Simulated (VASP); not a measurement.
# TePb (I4/mmm) in VASP: further runs

The runs below take TePb through single point, with r2SCAN.

All numbers are computed with VASP 6.6.1; they aren't measurements. Logs are shortened: lines on timing, memory, paths and dates and some standing lists are left out, and cuts for length are marked.

## (1) The cell of the first run

It takes space group I4/mmm (No. 139, tetragonal). The conventional cell has a = 4.335 Å, b = 4.335 Å, c = 6.615 Å, α = 90.00°, β = 90.00°, γ = 90.00°. Te (site symmetry 4/mmm) has 6 Pb at 3.07 to 3.31 Å within 4.0 Å. Pb (site symmetry 4/mmm) has 6 Te at 3.07 to 3.31 Å within 4.0 Å.

## (2) Single point, r2SCAN (strain -0.050 along x and y, +0.025 along z)

File POSCAR:

```
TePb
1.0
    0.0000000000      3.0656500000      3.3076750000
    3.0656500000      0.0000000000      3.3076750000
    3.0656500000      3.0656500000      0.0000000000
Te Pb
1 1
Direct
    0.5000000000      0.5000000000      0.5000000000
    0.0000000000      0.0000000000      0.0000000000
```

File INCAR.step1:

```
PREC = Accurate ; ENCUT = 520
ISMEAR = 0 ; SIGMA = 0.05
LREAL = False ; LASPH = True
NELM = 100 ; NBANDS = 17
GGA = PE ; ALGO = Normal
EDIFF = 1E-4 ; LWAVE = True
LCHARG = False
```

File INCAR.step2:

```
PREC = Accurate ; ENCUT = 520
EDIFF = 1E-7 ; ISMEAR = 0
SIGMA = 0.05 ; LREAL = False
LASPH = True ; NELM = 100
ALGO = Normal ; ISIF = 2
LWAVE = False ; LCHARG = False
METAGGA = R2SCAN ; LMIXTAU = True
NBANDS = 17 ; ISTART = 1
```

File KPOINTS:

```
regular mesh
0
Gamma
  8 8 8
```

Potentials or basis: VASP PAW PBE potentials, release 64 (Te, Pb_d).

Command:

```bash
$ cat potpaw_PBE.64/Te/POTCAR potpaw_PBE.64/Pb_d/POTCAR > POTCAR
$ cp INCAR.step1 INCAR
$ mpirun -np 1 vasp_std > vasp.out
$ cp INCAR.step2 INCAR
$ mpirun -np 1 vasp_std > vasp.out
```

OUTCAR:

```text
PREC = Accurate
   ENCUT = 520
   EDIFF = 1E-7
   ISMEAR = 0
   LREAL = False
   LASPH = True
   NELM = 100
   ISIF = 2
   METAGGA = R2SCAN
   ISTART = 1

 ion  position               nearest neighbor table
   1  0.500  0.500  0.500-   2 3.07   2 3.07   2 3.07   2 3.07   2 3.31   2 3.31
   2  0.000  0.000  0.000-   1 3.07   1 3.07   1 3.07   1 3.07   1 3.31   1 3.31

  LATTYP: Found a body centered tetragonal cell.
 ALAT       =     4.3354838075
 C/A-ratio  =     1.5258620015

  Lattice vectors:

 A1 = (  -3.0656500000,   0.0000000000,   3.3076750000)
 A2 = (   3.0656500000,   0.0000000000,   3.3076750000)
 A3 = (   0.0000000000,   3.0656500000,  -3.3076750000)

Analysis of symmetry for initial positions (statically):
=====================================================================
 Subroutine PRICEL returns:
 Original cell was already a primitive cell.

 Routine SETGRP: Setting up the symmetry group for a
 body centered tetragonal supercell.

 Subroutine GETGRP returns: Found 16 space group operations
 (whereof 16 operations were pure point group operations)
 out of a pool of 16 trial point group operations.

The static configuration has the point symmetry D_4h.

Analysis of symmetry for dynamics (positions and initial velocities):
=====================================================================
 Subroutine PRICEL returns:
 Original cell was already a primitive cell.

 Routine SETGRP: Setting up the symmetry group for a
 body centered tetragonal supercell.

 Subroutine GETGRP returns: Found 16 space group operations
 (whereof 16 operations were pure point group operations)
 out of a pool of 16 trial point group operations.

The dynamic configuration has the point symmetry D_4h.

 Subroutine INISYM returns: Found 16 space group operations
 (whereof 16 operations are pure point group operations),
 and found     1 'primitive' translations

----------------------------------------------------------------------------------------

                                     Primitive cell

  volume of cell :      62.1724

  direct lattice vectors                    reciprocal lattice vectors
     0.000000000  3.065650000  3.307675000    -0.163097549  0.163097549  0.151163582
     3.065650000  0.000000000  3.307675000     0.163097549 -0.163097549  0.151163582
     3.065650000  3.065650000  0.000000000     0.163097549  0.163097549 -0.151163582

  length of vectors
     4.509869602  4.509869602  4.335483807     0.275775360  0.275775360  0.275775360

  position of ions in fractional coordinates (direct lattice)
     0.500000000  0.500000000  0.500000000
     0.000000000  0.000000000  0.000000000

  ion indices of the primitive-cell ions
   primitive index   ion index
                 1           1
                 2           2

----------------------------------------------------------------------------------------

 KPOINTS: regular mesh

Automatic generation of k-mesh.
 Grid dimensions read from file:
 generate k-points for:    8    8    8

 Generating k-lattice:

  Cartesian coordinates                     Fractional coordinates (reciprocal lattice)
    -0.020387194  0.020387194  0.018895448     0.125000000  0.000000000  0.000000000
     0.020387194 -0.020387194  0.018895448     0.000000000  0.125000000  0.000000000
     0.020387194  0.020387194 -0.018895448     0.000000000  0.000000000  0.125000000

  Length of vectors
     0.034471920  0.034471920  0.034471920

  Shift w.r.t. Gamma in fractional coordinates (k-lattice)
     0.000000000  0.000000000  0.000000000

 Subroutine IBZKPT returns following result:
 ===========================================

 Found     59 irreducible k-points:

 Following reciprocal coordinates:
            Coordinates               Weight
  0.000000  0.000000  0.000000      1.000000
  0.125000  0.000000  0.000000      8.000000
  0.250000  0.000000  0.000000      8.000000
  0.375000  0.000000  0.000000      8.000000
  0.500000  0.000000  0.000000      4.000000
  0.125000  0.125000  0.000000      2.000000
[... 16 lines left out ...]
  0.250000  0.000000  0.125000     16.000000
  0.375000  0.000000  0.125000     16.000000
 [... further k-points ...]
   k-points           NKPTS =     59   k-points in BZ     NKDIM =     59   number of bands    NBANDS=     17
   number of dos      NEDOS =    301   number of ions     NIONS =      2
   total plane-waves  NPLWV =  41472
   dimension x,y,z NGX =    36 NGY =   36 NGZ =   32
   dimension x,y,z NGXF=    72 NGYF=   72 NGZF=   64
   ions per type =               1   1
   NGX,Y,Z   is equivalent  to a cutoff of  13.27, 13.27, 12.27 a.u.
   NGXF,Y,Z  is equivalent  to a cutoff of  26.54, 26.54, 24.54 a.u.
 SYSTEM =  unknown system
   PREC   = accura    normal or accurate (medium, high low for compatibility)
   ISTART =      1    job   : 0-new  1-cont  2-samecut
   ICHARG =      0    charge: 1-file 2-atom 10-const
   ISPIN  =      1    spin polarized calculation?
   LNONCOLLINEAR =      F non collinear calculations
   LSORBIT =      F    spin-orbit coupling
   LASPH  =      T    aspherical Exc in radial PAW
   ENCUT  =  520.0 eV  38.22 Ry    6.18 a.u.   8.39  8.39  8.06*2*pi/ulx,y,z
   NELM   =    100;   NELMIN=  2; NELMDL=  0     # of ELM steps
   EDIFF  = 0.1E-06   stopping-criterion for ELM
   LREAL  =      F    real-space projection
   EDIFFG = 0.1E-05   stopping-criterion for IOM
   NSW    =      0    number of steps for IOM
   IBRION =     -1    ionic relax: 0-MD 1-quasi-New 2-CG
   NFREE  =      0    steps in history (QN), initial steepest desc. (CG)
   ISIF   =      2    stress and relaxation
   ISYM   =      2    0-nonsym 1-usesym 2-fastsym
   POTIM  = 0.5000    time-step for ionic-motion
   TEBEG  =    0.0;   TEEND  =   0.0 temperature during run
   PSTRESS=    0.0 pullay stress
   NELECT =      20.0000    total number of electrons
   NUPDOWN=      -1.0000    fix difference up-down
   EMIN   =  10.00;   EMAX   =-10.00  energy-range for DOS
   EFERMI =   0.00;   METHOD = LEGACY
   ISMEAR =     0;   SIGMA  =   0.05  broadening in eV -4-tet -1-fermi 0-gaus
   EFERMI_NEDOS =   21; number of points for ismear=-14 and -15
   IALGO  =     38    algorithm
   IMIX   =      4    mixing-type and parameters
     AMIX     =   0.40;   BMIX     =  1.00
     AMIX_MAG =   1.60;   BMIX_MAG =  1.00
  volume/ion in A,a.u.               =      31.09       209.78
  Fermi-wavevector in a.u.,A,eV,Ry     =   1.121723  2.119749 17.119691  1.258262
  Thomas-Fermi vector in A             =   2.258378
   LORBIT       =      0    0 simple, 1 ext, 2 COOP (PROOUT), +10 PAW based schemes
   METAGGA = R2SCAN    functional components
   LHFCALC =     F    Hartree Fock is set to
   AEXX    =    0.0000 exact exchange contribution
   IVDW    =     0    specifies the selected vdW correction
   LEPSILON=     F    determine dielectric tensor
   LRPA    =     F    only Hartree local field effects (RPA)
 non-spin polarized calculation
 Gauss-broadening in eV      SIGMA  =   0.05
  energy-cutoff  :      520.00
  volume of cell :       62.17
 maximum number of plane-waves:      1688
 NGX is ok and might be reduce to    36
   NGX = 17   NGY = 17   NGZ = 17

 number of electron      20.0000001 magnetization

 Free energy of the ion-electron system (eV)
  ---------------------------------------------------
  ext. energy  EPLUGINS =         0.00000000
  ---------------------------------------------------
  free energy    TOTEN  =       -82.44789121 eV

  energy without entropy =      -82.44789121  energy(sigma->0) =      -82.44789121

 E-fermi :   7.0523     XC(G=0): -10.2072

 val. band max:        6.8427699804   @ k =   0.5000   0.0000   0.0000
 cond. band min:       7.2543638105   @ k =   0.5000   0.0000   0.0000
 fundamental gap:      0.4115938302
 Fermi energy:         7.0522804423

 k-point     1 :       0.0000    0.0000    0.0000
  band No.  band energies     occupation
      1     -10.9298      2.00000
      2     -10.8955      2.00000
      3     -10.8905      2.00000
      4     -10.8905      2.00000
      5     -10.8758      2.00000
      6      -6.6671      2.00000
[... 9 lines left out ...]
     16      12.7925      0.00000
     17      13.7094      0.00000

 k-point     2 :       0.1250    0.0000    0.0000
  band No.  band energies     occupation
      1     -10.9304      2.00000
      2     -10.9007      2.00000
      3     -10.8902      2.00000
      4     -10.8878      2.00000
      5     -10.8724      2.00000
      6      -6.5102      2.00000
[... 9 lines left out ...]
     16      13.0802      0.00000
     17      14.5848      0.00000

 k-point     3 :       0.2500    0.0000    0.0000
  band No.  band energies     occupation
      1     -10.9334      2.00000
      2     -10.9136      2.00000
      3     -10.8898      2.00000
      4     -10.8809      2.00000
      5     -10.8629      2.00000
      6      -6.0545      2.00000
[... 9 lines left out ...]
     16      13.8583      0.00000
     17      16.4590      0.00000

 k-point     4 :       0.3750    0.0000    0.0000
  band No.  band energies     occupation
      1     -10.9378      2.00000
      2     -10.9264      2.00000
      3     -10.8895      2.00000
      4     -10.8739      2.00000
      5     -10.8520      2.00000
      6      -5.3816      2.00000
[... 9 lines left out ...]
     16      15.2894      0.00000
     17      17.9632      0.00000
[... 343 lines left out ...]
      1     -10.9263      2.00000
      2     -10.9064      2.00000
      3     -10.8929      2.00000
      4     -10.8871      2.00000
      5     -10.8686      2.00000
      6      -6.4410      2.00000
[... 9 lines left out ...]
     16      13.7707      0.00000
     17      13.9091      0.00000

 k-point    23 :       0.2500    0.0000    0.1250
  band No.  band energies     occupation
      1     -10.9300      2.00000
      2     -10.9171      2.00000
      3     -10.8939      2.00000
      4     -10.8821      2.00000
      5     -10.8593      2.00000
      6      -6.0654      2.00000
[... 9 lines left out ...]
     16      14.5211      0.00000
     17      15.1088      0.00000

 k-point    24 :       0.3750    0.0000    0.1250
  band No.  band energies     occupation
      1     -10.9413      2.00000
      2     -10.9253      2.00000
      3     -10.8921      2.00000
      4     -10.8765      2.00000
      5     -10.8489      2.00000
      6      -5.4416      2.00000
[... 9 lines left out ...]
     16      15.8406      0.00000
     17      16.8512      0.00000

 [... further k-points ...]
[... 5 lines left out ...]
  --------------------------------------------------------------------------------------
  -------------------------------------------------------------------------------------
  Total        4.3692216      4.3692216     -0.2575189      0.0000000      0.0000000      0.0000000
  in kB      112.5943721    112.5943721     -6.6362357      0.0000000      0.0000000      0.0000000
  external PRESSURE =      72.8508362 kB  Pullay stress =       0.0000000 kB

 VOLUME and BASIS-vectors are now :
 -----------------------------------------------------------------------------
  energy-cutoff  :      520.00
  volume of cell :       62.17
      direct lattice vectors                 reciprocal lattice vectors
     0.000000000  3.065650000  3.307675000    -0.163097549  0.163097549  0.151163582
     3.065650000  0.000000000  3.307675000     0.163097549 -0.163097549  0.151163582
     3.065650000  3.065650000  0.000000000     0.163097549  0.163097549 -0.151163582

 POSITION                                       TOTAL-FORCE (eV/Angst)
 -----------------------------------------------------------------------------------
      3.06565      3.06565      3.30768        -0.000000      0.000000      0.000000
      0.00000      0.00000      0.00000         0.000000     -0.000000     -0.000000
 -----------------------------------------------------------------------------------
    total drift:                               -0.000000      0.000000      0.000000

  FREE ENERGIE OF THE ION-ELECTRON SYSTEM (eV)
  ---------------------------------------------------
  free  energy   TOTEN  =       -82.4478912089 eV

  energy  without entropy=      -82.4478912089  energy(sigma->0) =      -82.44789121
```

It took 3.4 min on 1 thread of Intel Xeon Platinum 8259CL at 2.50GHz (Skylake/Cascade Lake), shared host; peak memory 0.25 GiB.

Results:

```yaml
Free_energy: -82.4479 eV
Pressure: 7.3 GPa
Band_gap_on_the_k_mesh: 0.41 eV, direct
```

Levels at points of the mesh, in eV from the valence-band top:
```tsv
k point	band 8	band 9	band 10	band 11	band 12	band 13
(0.00, 0.00, 0.00)	-2.32	-2.32	-1.57	3.05	4.89	4.89
(0.50, 0.00, 0.00)	-1.70	-1.36	0.00	0.41	1.09	1.15
(0.50, 0.50, 0.00)	-5.50	-3.59	-3.59	3.20	6.20	6.20
(0.50, 0.00, 0.50)	-5.68	-4.20	-3.33	2.94	4.82	6.93
```

Caveat: the cell differs from its parent crystal (strain -0.050 along x and y, +0.025 along z); the PAW data sets were made with another functional, which shifts forces and pressure a little; spin-orbit coupling is left out, which moves the levels of the heavy elements. A k mesh can miss the band edges.

## (3) Single point, r2SCAN (strain -0.050 along x and y, +0.050 along z)

File POSCAR:

```
TePb
1.0
    0.0000000000      3.0656500000      3.3883500000
    3.0656500000      0.0000000000      3.3883500000
    3.0656500000      3.0656500000      0.0000000000
Te Pb
1 1
Direct
    0.5000000000      0.5000000000      0.5000000000
    0.0000000000      0.0000000000      0.0000000000
```

File INCAR.step1:

```
SYSTEM = TePb
  ALGO = Normal
  EDIFF = 1E-4
  ENCUT = 520
  GGA = PE
  ISMEAR = 0
  LASPH = .TRUE.
  LCHARG = .FALSE.
  LREAL = .FALSE.
  LWAVE = .TRUE.
  NBANDS = 17
  NELM = 80
  PREC = Accurate
  SIGMA = 0.05
```

File INCAR.step2:

```
SYSTEM = TePb
  ALGO = Normal
  EDIFF = 1E-6
  ENCUT = 520
  ISIF = 2
  ISMEAR = 0
  ISTART = 1
  LASPH = .TRUE.
  LCHARG = .FALSE.
  LMIXTAU = .TRUE.
  LREAL = .FALSE.
  LWAVE = .FALSE.
  METAGGA = R2SCAN
  NBANDS = 17
  NELM = 80
  PREC = Accurate
  SIGMA = 0.05
```

File KPOINTS:

```
k-points
0
G
  8 8 8
  0 0 0
```

Potentials or basis: VASP PAW PBE potentials, release 64 (Te, Pb_d).

Command:

```bash
$ cat potpaw_PBE.64/Te/POTCAR potpaw_PBE.64/Pb_d/POTCAR > POTCAR
$ cp INCAR.step1 INCAR
$ mpirun -np 1 vasp_std > vasp.out
$ cp INCAR.step2 INCAR
$ mpirun -np 1 vasp_std > vasp.out
```

It took 2.7 min on 1 thread of Intel Xeon Platinum 8259CL at 2.50GHz (Skylake/Cascade Lake), shared host; peak memory 0.25 GiB.

The run converged. Its results:

| Quantity | Value |
| --- | --- |
| Free energy | -82.4314 eV |
| Pressure | 6.3 GPa |
| Band gap on the k mesh | 0.33 eV, direct |

Stress tensor (GPa, compression positive):
```
10.84  0.00  0.00
 0.00 10.84  0.00
 0.00  0.00 -2.78
```

Levels at points of the mesh, in eV from the valence-band top:
```tsv
k point	band 8	band 9	band 10	band 11	band 12	band 13
(0.00, 0.00, 0.00)	-2.36	-2.36	-1.42	2.70	5.00	5.00
(0.50, 0.00, 0.00)	-1.75	-1.30	0.00	0.33	1.15	1.19
(0.50, 0.50, 0.00)	-5.33	-3.48	-3.48	3.30	6.13	6.13
(0.50, 0.00, 0.50)	-5.57	-4.25	-3.13	2.97	4.38	7.05
```

Caveat: the cell differs from its parent crystal (strain -0.050 along x and y, +0.050 along z); the PAW data sets were made with another functional, which shifts forces and pressure a little; spin-orbit coupling is left out, which moves the levels of the heavy elements. A k mesh can miss the band edges.

## (4) Single point, r2SCAN (strain +0.000 along x and y, -0.050 along z)

File POSCAR:

```
TePb
1.0
    0.0000000000      3.2270000000      3.0656500000
    3.2270000000      0.0000000000      3.0656500000
    3.2270000000      3.2270000000      0.0000000000
Te Pb
1 1
Direct
    0.5000000000      0.5000000000      0.5000000000
    0.0000000000      0.0000000000      0.0000000000
```

File INCAR.step1:

```
SYSTEM = TePb
ALGO = Normal ; EDIFF = 1E-4
ENCUT = 520 ; GGA = PE
ISMEAR = 0 ; LASPH = .TRUE.
LCHARG = .FALSE. ; LREAL = .FALSE.
LWAVE = .TRUE. ; NBANDS = 17
NELM = 100 ; PREC = Accurate
SIGMA = 0.05
```

File INCAR.step2:

```
SYSTEM = TePb
ALGO = Normal ; EDIFF = 1E-7
ENCUT = 520 ; ISIF = 2
ISMEAR = 0 ; ISTART = 1
LASPH = .TRUE. ; LCHARG = .FALSE.
LMIXTAU = .TRUE. ; LREAL = .FALSE.
LWAVE = .FALSE. ; METAGGA = R2SCAN
NBANDS = 17 ; NELM = 100
PREC = Accurate ; SIGMA = 0.05
```

KPOINTS is that of step 3.

Command:

```bash
$ cat potpaw_PBE.64/Te/POTCAR potpaw_PBE.64/Pb_d/POTCAR > POTCAR
$ cp INCAR.step1 INCAR
$ mpirun -np 1 vasp_std > vasp.out
$ cp INCAR.step2 INCAR
$ mpirun -np 1 vasp_std > vasp.out
```

Run time: 3.7 min. Hardware: 1 thread of Intel Xeon Platinum 8259CL at 2.50GHz (Skylake/Cascade Lake), shared host; peak memory 0.26 GiB.

Results (log left out):

```yaml
Free_energy: -82.5680 eV
Pressure: 5.0 GPa
Band_gap_on_the_k_mesh: 0.70 eV, direct
```

Stress tensor (GPa, compression positive):
```
 2.04  0.00  0.00
 0.00  2.04  0.00
 0.00  0.00 10.97
```

Levels at points of the mesh, in eV from the valence-band top:
| k point | band 6 | band 7 | band 8 | band 9 | band 10 | band 11 | band 12 | band 13 | band 14 | band 15 |
| --- | --- | --- | --- | --- | --- | --- | --- | --- | --- | --- |
| (0.00, 0.00, 0.00) | -13.16 | -5.57 | -2.24 | -1.67 | -1.67 | 3.85 | 3.85 | 5.21 | 5.83 | 5.83 |
| (0.50, 0.00, 0.00) | -11.49 | -9.37 | -1.42 | -1.29 | 0.00 | 0.70 | 1.01 | 1.37 | 8.88 | 9.27 |
| (0.50, 0.50, 0.00) | -10.87 | -8.00 | -5.37 | -3.54 | -3.54 | 3.09 | 5.77 | 5.77 | 7.94 | 10.45 |
| (0.50, 0.00, 0.50) | -11.30 | -7.55 | -5.26 | -3.71 | -3.11 | 3.28 | 5.28 | 6.75 | 7.13 | 10.27 |

Caveat: the cell differs from its parent crystal (strain +0.000 along x and y, -0.050 along z); the PAW data sets were made with another functional, which shifts forces and pressure a little; spin-orbit coupling is left out, which moves the levels of the heavy elements.

## (5) Summary

```tsv
cell	gap on the mesh (eV)	pressure (GPa)
a = 4.510, b = 4.510, c = 4.335 Å, angles 61.3, 61.3, 57.5°, 2 atoms	0.41	7.3
a = 4.569, b = 4.569, c = 4.335 Å, angles 61.7, 61.7, 56.6°, 2 atoms	0.33	6.3
a = 4.451, b = 4.451, c = 4.564 Å, angles 59.2, 59.2, 61.7°, 2 atoms	0.70	5.0
```

Alike in all rows: task single point; level r2SCAN; potentials or basis VASP PAW PBE potentials, release 64 (Te, Pb_d); no spin polarisation; k mesh 8 × 8 × 8; cutoff (eV) 520; smearing gaussian 0.05 eV.

Caveats: the PAW data sets were made with another functional, which shifts forces and pressure a little; spin-orbit coupling is left out, which moves the levels of the heavy elements.

Absolute energies hang on the potentials; compare differences alone.
